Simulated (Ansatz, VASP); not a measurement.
**Two plane-wave programs on Ba2BCl**

The input INCAR:

```
PREC = Accurate
ENCUT = 600
EDIFF = 1E-6
ISMEAR = 0
SIGMA = 0.1
LREAL = False
LASPH = True
NELM = 60
ALGO = Normal
ISIF = 3
LWAVE = False
LCHARG = False
GGA = PE
IBRION = 2
NSW = 100
EDIFFG = -0.01
```

Contents of KPOINTS:

```
Automatic mesh
0
Gamma
  12 12 8
```

Contents of POSCAR:

```
Ba2BCl
1.0
    5.5464102564      0.0000000000      0.0000000000
   -2.7732051282      4.8033321819      0.0000000000
    0.0000000000      0.0000000000      5.4460567305
Ba B Cl
2 1 1
Direct
    0.3333333333      0.6666666667      0.0000000000
    0.6666666667      0.3333333333      0.0000000000
    0.0000000000      0.0000000000      0.0000000000
    0.0000000000      0.0000000000      0.5000000000
```

Input for Ansatz:

```yaml
crystal:
  lattice:
    - [5.5464102564, 0.0, 0.0]
    - [-2.7732051282, 4.8033321819, 0.0]
    - [0.0, 0.0, 5.4460567305]
  atoms:
    - { symbol: Ba, position: [0.3333333333, 0.6666666667, 0.0] }
    - { symbol: Ba, position: [0.6666666667, 0.3333333333, 0.0] }
    - { symbol: B, position: [0.0, 0.0, 0.0] }
    - { symbol: Cl, position: [0.0, 0.0, 0.5] }
basis:
  ecutwfc: 420
kpoints:
  mp_grid: { grid: [12, 12, 8] }
hamiltonian:
  xc: pbe
scf:
  occupations: { method: gaussian, width: 0.1 }
output:
  forces: true
  stress: true
  eigenvalues: true
relax:
  adjacent_minimum: "off"
  f_tol: 0.01
  max_steps: 80
  cell: { stress_tol: 0.05 }
```

Alike in both runs: task relaxation of cell and atoms; functional PBE; k mesh 12 × 12 × 8; occupations gaussian, width 0.1 eV; no spin polarisation.

|  | VASP | Ansatz |
| --- | --- | --- |
| version | VASP 6.6.1 | Ansatz 0.2.0 |
| potentials or method | VASP PAW PBE potentials, release 64 (Ba_sv, B, Cl), cutoff 600 eV | scalar-relativistic, plane waves, PAW |
| valence electrons in the cell | 30 | 30 |

```tsv
	VASP	Ansatz	Ansatz less VASP
gap on the k mesh at the Fermi level, each at its own relaxed structure (eV)	none	none	-
relaxed volume (Å³/atom)	37.10	36.21	-0.889
relaxed length of the cell vector where the two differ most in proportion (Å)	5.612	5.552	-0.0592
```

A gap of «none» marks a metal or a gap that the smearing closes.

Neither program's run includes spin-orbit coupling.
